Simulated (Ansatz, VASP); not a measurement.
**One calculation of Re, two programs**

File INCAR:

```
SYSTEM = Re
ALGO = Normal
EDIFF = 1E-6
ENCUT = 520
GGA = PE
ISIF = 2
ISMEAR = -1
LASPH = .True.
LCHARG = .True.
LELF = .True.
LREAL = .False.
LVHAR = .True.
LWAVE = .False.
NBANDS = 14
NELM = 80
PREC = Accurate
SIGMA = 0.05
```

File KPOINTS:

```
k-points
0
Gamma
  14 14 8
  0 0 0
```

Contents of POSCAR:

```
Re
1.0
    2.6201393302      0.0000000000      0.0000000000
   -1.3100696651      2.2691072214      0.0000000000
    0.0000000000      0.0000000000      4.1895637172
Re
2
Direct
    0.3333333333      0.6666666667      0.2500000000
    0.6666666667      0.3333333333      0.7500000000
```

Input for Ansatz:

```yaml
crystal:
  lattice:
    - [2.6201393302, 0.0, 0.0]
    - [-1.3100696651, 2.2691072214, 0.0]
    - [0.0, 0.0, 4.1895637172]
  atoms:
    - { symbol: Re, position: [0.3333333333, 0.6666666667, 0.25] }
    - { symbol: Re, position: [0.6666666667, 0.3333333333, 0.75] }
kpoints:
  mp_grid: { grid: [14, 14, 8] }
  band_path:
    path:
      - [0.0, 0.0, 0.0]
      - [0.5, 0.0, 0.0]
      - [0.3333333333, 0.3333333333, 0.0]
      - [0.0, 0.0, 0.0]
      - [0.0, 0.0, 0.5]
      - [0.5, 0.0, 0.5]
      - [0.3333333333, 0.3333333333, 0.5]
      - [0.0, 0.0, 0.5]
      - [0.5, 0.0, 0.5]
    npoints: 5
scf:
  occupations: { method: fermi_dirac, width: 0.05 }
hamiltonian:
  xc: pbe
  pseudopotentials: { kind: all_electron, lapw: { basis_error: 0.00025 } }
output:
  forces: true
  stress: true
  eigenvalues: true
```

Change from the starting cell: volume scaled by 1.02.

Alike in both runs: task single point; functional PBE; k mesh 14 × 14 × 8; occupations fermi-dirac, width 0.05 eV; no spin polarisation.

|  | VASP | Ansatz |
| --- | --- | --- |
| version | VASP 6.6.1 | Ansatz 0.2.0 |
| potentials or method | VASP PAW PBE potentials, release 64 (Re), cutoff 520 eV | all-electron LAPW, scalar-relativistic |

|  | VASP | Ansatz | Ansatz less VASP |
| --- | --- | --- | --- |
| pressure (GPa) | 101.0 | 98.8 | -2.19 |
| traceless stress, the component that is largest in VASP (GPa) | 5.30 | 5.34 | +0.044 |

Both programs put the cell under a high pressure, so it lies far from rest at this level. Ansatz ran all-electron here, and VASP with PAW potentials.

Neither program's run includes spin-orbit coupling. Noted on VASP's run: the cell as given lies far from equilibrium.
